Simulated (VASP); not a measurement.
# ScIr: vibrations by perturbation theory with PBEsol

Crystal: ScIr.

```
Sc Ir
1.0
     3.22089    0.00000    0.00000
     0.00000    3.22089    0.00000
     0.00000    0.00000    3.22089
Sc Ir
1 1
Direct
  0.50000 0.50000 0.50000
  0.00000 0.00000 0.00000
```

| Item | Value |
| --- | --- |
| Program | VASP 6.6.1 |
| Task | vibrations by perturbation theory |
| Functional | PBEsol |
| Potentials or basis | VASP PAW PBE potentials, release 64 (Sc_sv, Ir) |
| Cutoff | 520 eV |
| k mesh | 10 × 10 × 10 |
| Occupations | fermi-dirac, width 0.1 eV |
| Spin | no spin polarisation |
| Dipole correction | no |
| Further INCAR settings | ALGO = Normal; EDIFF = 1e-08; NBANDS = 17; IBRION = 8; NSW = 1 |

- Highest phonon frequency at Γ: 202 cm⁻¹

Phonon frequencies in cm⁻¹ (negative: imaginary):
| q point | frequencies |
| --- | --- |
| (0.000, 0.000, 0.000) | 0 0 0 202 202 202 |

It took 2.9 min on 1 thread of Intel(R) Xeon(R) Platinum 8488C (Sapphire Rapids), on a shared host, peak memory 0.3 GiB.

Caveat: the cell stands under pressure or tension, which shifts response properties.
